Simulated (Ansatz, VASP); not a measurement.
## One calculation of B, two programs

```
CELL_PARAMETERS angstrom
0.00000 2.13892 2.13892
2.13892 0.00000 2.13892
2.13892 2.13892 0.00000
ATOMIC_POSITIONS crystal
B 0.25000 0.25000 0.25000
B 0.75000 0.75000 0.75000
B 0.00000 0.00000 0.00000
```

Alike in both runs: functional PBE; k mesh 18 × 18 × 18; occupations gaussian, width 0.1 eV; no spin polarisation.

Ansatz relaxed the structure, and its values are those at the end. VASP's run is a single point on that final structure, the one shown.

```csv
,VASP,Ansatz
version,VASP 6.6.1,Ansatz 0.2.0
potentials or method,"VASP PAW PBE potentials, release 64 (B), cutoff 520 eV","scalar-relativistic, plane waves, PAW"
valence electrons in the cell,9,9
```

|  | VASP | Ansatz | Ansatz less VASP |
| --- | --- | --- | --- |
| gap on the k mesh at the Fermi level (eV) | none | none | - |
| pressure (GPa) | 0.0 | 0.0 | +0.05 |

A gap of «none» marks a metal or a gap that the smearing closes. With one functional, cell and mesh, what is left measures potentials, basis and numerics.
